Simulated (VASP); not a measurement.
# SiC5 (P6_3/mcm) in VASP: further runs

SiC5 is run at these levels: PBE; tasks: relaxation of cell and atoms, single point.

Everything below comes from runs of VASP 6.6.1. Logs are shortened: lines on timing, memory, paths and dates and some standing lists are left out, and cuts for length are marked.

### Step 1. The cell of the first run

The structure is hexagonal, space group P6_3/mcm (No. 193). Conventional cell: a = 4.725 Å, b = 4.725 Å, c = 7.038 Å, α = 90.00°, β = 90.00°, γ = 120.00°. Si (site symmetry -62m) has 3 C at 1.75 Å within 2.3 Å. C (site symmetry m2m) has 2 C at 1.50 Å and 1 Si at 1.75 Å within 2.0 Å. C (site symmetry -6) has 3 C at 1.50 Å within 2.0 Å.

### Step 2. Relaxation of cell and atoms, PBE

The input, INCAR:

```
ALGO = Normal ; EDIFF = 1E-7
EDIFFG = -0.08 ; ENCUT = 600
GGA = PE ; IBRION = 2
ISIF = 3 ; ISMEAR = 0
LASPH = True ; LCHARG = False
LREAL = False ; LWAVE = False
NELM = 80 ; NSW = 36
PREC = Accurate ; SIGMA = 0.2
```

The input, KPOINTS:

```
k-points
0
Gamma
  4 4 3
```

The input, POSCAR:

```
SiC5
1.0
    4.7252105200      0.0000000000      0.0000000000
   -2.3626052600      4.0921523500      0.0000000000
    0.0000000000      0.0000000000      7.0375475800
Si C
2 10
Direct
    0.0000000000      0.0000000000      0.7500000000
    0.0000000000      0.0000000000      0.2500000000
    0.6300000000      0.0000000000      0.7500000000
    0.3333333300      0.6666666700      0.7500000000
    0.6666666700      0.3333333300      0.7500000000
    0.0000000000      0.6300000000      0.7500000000
    0.3700000000      0.3700000000      0.7500000000
    0.6300000000      0.6300000000      0.2500000000
    0.6666666700      0.3333333300      0.2500000000
    0.3333333300      0.6666666700      0.2500000000
    0.0000000000      0.3700000000      0.2500000000
    0.3700000000      0.0000000000      0.2500000000
```

Potentials or basis: VASP PAW PBE potentials, release 64 (Si, C).

Started as:

```console
> cat potpaw_PBE.64/Si/POTCAR potpaw_PBE.64/C/POTCAR > POTCAR
> mpirun -np 1 vasp_std > vasp.out
```

OUTCAR:

```text
EDIFF = 1E-7
   EDIFFG = -0.08
   ENCUT = 600
   GGA = PE
   IBRION = 2
   ISIF = 3
   ISMEAR = 0
   LASPH = True
   LREAL = False
   NELM = 80
   NSW = 36
   PREC = Accurate

 ion  position               nearest neighbor table
   1  0.000  0.000  0.750-   3 1.75   6 1.75   7 1.75
   2  0.000  0.000  0.250-  12 1.75  11 1.75   8 1.75
   3  0.630  0.000  0.750-   5 1.50   4 1.50   1 1.75
   4  0.333  0.667  0.750-   6 1.50   3 1.50   7 1.50
   5  0.667  0.333  0.750-   3 1.50   6 1.50   7 1.50
   6  0.000  0.630  0.750-   4 1.50   5 1.50   1 1.75
   7  0.370  0.370  0.750-   5 1.50   4 1.50   1 1.75
   8  0.630  0.630  0.250-  10 1.50   9 1.50   2 1.75
   9  0.667  0.333  0.250-  11 1.50  12 1.50   8 1.50
  10  0.333  0.667  0.250-  12 1.50  11 1.50   8 1.50
  11  0.000  0.370  0.250-   9 1.50  10 1.50   2 1.75
  12  0.370  0.000  0.250-  10 1.50   9 1.50   2 1.75

  LATTYP: Found a hexagonal cell.
 ALAT       =     4.7252105200
 C/A-ratio  =     1.4893617015

  Lattice vectors:

 A1 = (   4.7252105200,   0.0000000000,   0.0000000000)
 A2 = (  -2.3626052600,   4.0921523500,   0.0000000000)
 A3 = (   0.0000000000,   0.0000000000,   7.0375475800)

Analysis of symmetry for initial positions (statically):
=====================================================================
 Subroutine PRICEL returns:
 Original cell was already a primitive cell.

 Routine SETGRP: Setting up the symmetry group for a
 hexagonal supercell.

 Subroutine GETGRP returns: Found 24 space group operations
 (whereof 12 operations were pure point group operations)
 out of a pool of 24 trial point group operations.

The static configuration has the point symmetry D_3d.
 The point group associated with its full space group is D_6h.

Analysis of symmetry for dynamics (positions and initial velocities):
=====================================================================
 Subroutine PRICEL returns:
 Original cell was already a primitive cell.

 Routine SETGRP: Setting up the symmetry group for a
 hexagonal supercell.

 Subroutine GETGRP returns: Found 24 space group operations
 (whereof 12 operations were pure point group operations)
 out of a pool of 24 trial point group operations.

The dynamic configuration has the point symmetry D_3d.
 The point group associated with its full space group is D_6h.

 Subroutine INISYM returns: Found 24 space group operations
 (whereof 12 operations are pure point group operations),
 and found     1 'primitive' translations

----------------------------------------------------------------------------------------

                                     Primitive cell

  volume of cell :     136.0800
[... 100 lines left out ...]
   POTIM  = 0.5000    time-step for ionic-motion
   TEBEG  =    0.0;   TEEND  =   0.0 temperature during run
   PSTRESS=    0.0 pullay stress
   NELECT =      48.0000    total number of electrons
   NUPDOWN=      -1.0000    fix difference up-down
   EMIN   =  10.00;   EMAX   =-10.00  energy-range for DOS
   EFERMI =   0.00;   METHOD = LEGACY
   ISMEAR =     0;   SIGMA  =   0.20  broadening in eV -4-tet -1-fermi 0-gaus
   EFERMI_NEDOS =   21; number of points for ismear=-14 and -15
   IALGO  =     38    algorithm
   IMIX   =      4    mixing-type and parameters
     AMIX     =   0.40;   BMIX     =  1.00
     AMIX_MAG =   1.60;   BMIX_MAG =  1.00
  volume/ion in A,a.u.               =      11.34        76.53
  Fermi-wavevector in a.u.,A,eV,Ry     =   1.156708  2.185862 18.204239  1.337974
  Thomas-Fermi vector in A             =   2.293326
   LORBIT       =      0    0 simple, 1 ext, 2 COOP (PROOUT), +10 PAW based schemes
   GGA     = PE    functional components
   LHFCALC =     F    Hartree Fock is set to
   AEXX    =    0.0000 exact exchange contribution
   IVDW    =     0    specifies the selected vdW correction
   LEPSILON=     F    determine dielectric tensor
   LRPA    =     F    only Hartree local field effects (RPA)
 conjugate gradient relaxation of ions
 non-spin polarized calculation
 Gauss-broadening in eV      SIGMA  =   0.20
  energy-cutoff  :      600.00
  volume of cell :      136.08
 maximum number of plane-waves:      4567
 NGX is ok and might be reduce to    40
   NGX = 19   NGY = 19   NGZ = 29

--------------------------------------- Ionic step        1  -------------------------------------------

 number of electron      48.0000004 magnetization

 Free energy of the ion-electron system (eV)
  ---------------------------------------------------
  ext. energy  EPLUGINS =         0.00000000
  ---------------------------------------------------
  free energy    TOTEN  =       -97.94150122 eV

  energy without entropy =      -97.91516294  energy(sigma->0) =      -97.92833208

------------------------ aborting loop because EDIFF is reached ----------------------------------------

  FORCE on cell =-STRESS in cart. coord.  units (eV):
  Direction    XX          YY          ZZ          XY          YZ          ZX
  --------------------------------------------------------------------------------------
  -------------------------------------------------------------------------------------
  Total      -11.0520624    -11.0520624      0.4244287      0.0000000      0.0000000      0.0000000
  in kB     -130.1246606   -130.1246607      4.9971341      0.0000000      0.0000000      0.0000000
  external PRESSURE =     -85.0840624 kB  Pullay stress =       0.0000000 kB
[... 33 lines left out ...]
--------------------------------------- Ionic step        2  -------------------------------------------

 number of electron      48.0000001 magnetization

 E-fermi :   4.9756     XC(G=0): -10.0422

 val. band max:        4.8552224741   @ k =   0.0000   0.0000   0.3333
 cond. band min:       5.0106060537   @ k =   0.0000   0.0000   0.3333
 fundamental gap:      0.1553835797
 Fermi energy:         4.9756435170

 k-point     1 :       0.0000    0.0000    0.0000
  band No.  band energies     occupation
      1     -13.6071      2.00000
      2     -13.3744      2.00000
      3      -8.7205      2.00000
      4      -8.6007      2.00000
      5      -7.3021      2.00000
      6      -7.3021      2.00000
[... 444 lines left out ...]
--------------------------------------- Ionic step        6  -------------------------------------------

 number of electron      48.0000004 magnetization

 Free energy of the ion-electron system (eV)
  ---------------------------------------------------
  ext. energy  EPLUGINS =         0.00000000
  ---------------------------------------------------
  free energy    TOTEN  =       -98.42018953 eV

  energy without entropy =      -98.39265556  energy(sigma->0) =      -98.40642255

 E-fermi :   4.4464     XC(G=0):  -9.8626

 val. band max:        4.4389015204   @ k =   0.0000   0.0000   0.3333
 cond. band min:       4.4505177420   @ k =   0.0000   0.0000   0.3333
 fundamental gap:      0.0116162216
 Fermi energy:         4.4463637487

 k-point     1 :       0.0000    0.0000    0.0000
  band No.  band energies     occupation
      1     -13.3930      2.00000
      2     -13.1448      2.00000
      3      -8.6276      2.00000
      4      -8.4921      2.00000
      5      -7.4823      2.00000
      6      -7.4823      2.00000
[... 300 lines left out ...]
  FREE ENERGIE OF THE ION-ELECTRON SYSTEM (eV)
  ---------------------------------------------------
  free  energy   TOTEN  =       -98.4201895337 eV

  energy  without entropy=      -98.3926555594  energy(sigma->0) =      -98.40642255

 reached required accuracy - stopping structural energy minimisation
```

OSZICAR:

```text
N       E                     dE             d eps       ncg     rms          rms(c)
DAV:   1     0.225589488661E+03    0.22559E+03   -0.24913E+04   496   0.156E+03
DAV:   2    -0.847215278610E+02   -0.31031E+03   -0.29372E+03   659   0.283E+02
DAV:   3    -0.104821728043E+03   -0.20100E+02   -0.19880E+02   608   0.757E+01
[... 62 lines left out ...]
DAV:   5    -0.984201905780E+02    0.25235E-04   -0.70265E-05   625   0.424E-02    0.164E-02
DAV:   6    -0.984201887268E+02    0.18512E-05   -0.15332E-05   602   0.216E-02    0.681E-03
DAV:   7    -0.984201894249E+02   -0.69811E-06   -0.17050E-06   601   0.737E-03    0.391E-03
DAV:   8    -0.984201895646E+02   -0.13971E-06   -0.13510E-07   417   0.212E-03    0.130E-03
DAV:   9    -0.984201895337E+02    0.30953E-07   -0.20528E-08   374   0.870E-04
   6 F= -.98420190E+02 E0= -.98406423E+02  d E =-.219897E-01
```

Wall time 3.7 min (1 thread of Intel Xeon 6975P-C, shared host); peak memory 0.29 GiB.

What came out:

```yaml
Free_energy: -98.4202 eV
Relaxed_volume: 11.00 Å³/atom
Relaxed_cell: a = 4.651 Å, b = 4.651 Å, c = 7.044 Å, α = 90.00°, β = 90.00°, γ = 120.00°
Space_group_after_relaxing_to_0.05_Å: P6_3/mcm (No. 193)
Energy_gained_by_relaxing: 39.9 meV/atom
Ionic_steps: 6
Pressure_after_relaxing: 0.1 GPa
Largest_force_after_relaxing: 0.007 eV/Å
Band_gap_on_the_k_mesh: zero (band 24 reaches 4.46 eV, above the bottom of band 25 at 4.44 eV)
```

Forces in eV/Å, atoms in the order of the input:
```
Si   0.000  0.000  0.000
Si   0.000  0.000  0.000
C    0.007  0.000  0.000
C    0.000  0.000  0.000
C    0.000  0.000  0.000
C   -0.003  0.006  0.000
C   -0.003 -0.006  0.000
C    0.003  0.006  0.000
C    0.000  0.000  0.000
C    0.000  0.000  0.000
C    0.003 -0.006  0.000
C   -0.007  0.000  0.000
```

The path:
| step | energy change (eV) | largest force (eV/Å) | pressure (GPa) | volume (Å³) |
| --- | --- | --- | --- | --- |
| 1 | 0.0000 | 2.0303 | -8.51 | 136.08 |
| 2 | 0.5549 | 2.1620 | 21.78 | 124.47 |
| 3 | -0.4561 | 0.4938 | 1.90 | 131.22 |
| 4 | -0.4567 | 0.4327 | 2.31 | 131.06 |
| 5 | -0.4422 | 0.5295 | -2.74 | 133.21 |
| 6 | -0.4787 | 0.0066 | 0.05 | 131.98 |

Final structure:
```
CELL_PARAMETERS angstrom
4.65127 0.00000 0.00000
-2.32564 4.02812 0.00000
0.00000 0.00000 7.04430
ATOMIC_POSITIONS crystal
Si 0.00000 0.00000 0.75000
Si 0.00000 0.00000 0.25000
C 0.61956 0.00000 0.75000
C 0.33333 0.66667 0.75000
C 0.66667 0.33333 0.75000
C 0.00000 0.61956 0.75000
C 0.38044 0.38044 0.75000
C 0.61956 0.61956 0.25000
C 0.66667 0.33333 0.25000
C 0.33333 0.66667 0.25000
C 0.00000 0.38044 0.25000
C 0.38044 0.00000 0.25000
```

Levels at points of the mesh, in eV from the Fermi level:
| k point | band 20 | band 21 | band 22 | band 23 | band 24 | band 25 | band 26 | band 27 | band 28 | band 29 |
| --- | --- | --- | --- | --- | --- | --- | --- | --- | --- | --- |
| (0.00, 0.00, 0.00) | -2.25 | -0.81 | -0.20 | -0.20 | 0.01 | 0.01 | 0.31 | 0.53 | 3.12 | 3.70 |
| (0.50, 0.00, 0.00) | -3.35 | -3.21 | -3.08 | -1.90 | -1.17 | 1.85 | 2.23 | 3.25 | 5.11 | 5.18 |

Caveat: the k points lie up to 0.39 Å⁻¹ apart in the final cell; the relaxation stopped at a loose force limit of 0.08 eV/Å, so its end isn't a converged minimum.

### Step 3. Single point, PBE (volume scaled by 0.97, then relaxed in part)

The input, INCAR:

```
SYSTEM = SiC5
PREC     = Accurate       ! precision mode
ENCUT    = 520            ! plane-wave cutoff, eV
EDIFF    = 1E-6           ! SCF threshold, eV
ISMEAR   = 0              ! smearing method
SIGMA    = 0.1            ! smearing width, eV
LREAL    = .FALSE.        ! projectors in reciprocal space
LASPH    = .TRUE.         ! aspherical terms in the spheres
NELM     = 60             ! most SCF steps
ALGO     = Normal         ! electronic algorithm
ISIF     = 2              ! what is computed and relaxed
LWAVE    = .FALSE.        ! write WAVECAR
LCHARG   = .FALSE.        ! write CHGCAR
GGA      = PE             ! functional
NBANDS   = 36             ! bands
```

The input, KPOINTS:

```
regular mesh
0
G
  12 12 4
  0 0 0
```

The input, POSCAR:

```
SiC5
1.0
    4.6487018298      0.0000000000      0.0000000000
   -2.3243509149      4.0258938792      0.0000000000
    0.0000000000      0.0000000000      7.3089703132
Si C
2 10
Direct
    0.0000000000      0.0000000000      0.7500000000
    0.0000000000      0.0000000000      0.2500000000
    0.6197093067      0.0000000000      0.7500000000
    0.3333333333      0.6666666667      0.7500000000
    0.6666666667      0.3333333333      0.7500000000
    0.0000000000      0.6197093067      0.7500000000
    0.3802906933      0.3802906933      0.7500000000
    0.6197093067      0.6197093067      0.2500000000
    0.6666666667      0.3333333333      0.2500000000
    0.3333333333      0.6666666667      0.2500000000
    0.0000000000      0.3802906933      0.2500000000
    0.3802906933      0.0000000000      0.2500000000
```

Potentials or basis: VASP PAW PBE potentials, release 64 (Si, C).

Started as:

```console
> cat potpaw_PBE.64/Si/POTCAR potpaw_PBE.64/C/POTCAR > POTCAR
> mpirun -np 1 vasp_std > vasp.out
```

Run time: 4.7 min. Hardware: 1 thread of Intel Xeon 6975P-C, shared host; peak memory 0.37 GiB.

It converged, with:

```yaml
Free_energy: -98.4768 eV
Pressure: 0.5 GPa
Largest_force: 0.025 eV/Å
Band_gap_on_the_k_mesh: zero (band 24 reaches 4.15 eV, above the bottom of band 25 at 4.09 eV)
```

Forces on the atoms (eV/Å):
```
Si   0.000  0.000  0.000
Si   0.000  0.000  0.000
C    0.025  0.000  0.000
C    0.000  0.000  0.000
C    0.000  0.000  0.000
C   -0.012  0.022  0.000
C   -0.012 -0.022  0.000
C    0.012  0.022  0.000
C    0.000  0.000  0.000
C    0.000  0.000  0.000
C    0.012 -0.022  0.000
C   -0.025  0.000  0.000
```

Stress tensor (GPa, compression positive):
```
0.63 0.00 0.00
0.00 0.63 0.00
0.00 0.00 0.20
```

Levels at points of the mesh, in eV from the Fermi level:
```csv
k point,band 21,band 22,band 23,band 24,band 25,band 26,band 27,band 28
"(0.00, 0.00, 0.00)",-0.69,-0.14,-0.14,0.03,0.03,0.20,0.74,3.03
"(0.50, 0.00, 0.00)",-3.22,-3.21,-1.78,-1.14,1.80,2.13,3.31,5.14
"(0.00, 0.00, 0.50)",-0.27,-0.27,-0.03,-0.03,-0.03,-0.03,1.56,1.56
"(0.50, 0.00, 0.50)",-3.26,-3.26,-1.38,-1.38,1.57,1.57,4.49,4.49
```

Caveat: the cell differs from its parent crystal (volume scaled by 0.97, then relaxed in part).
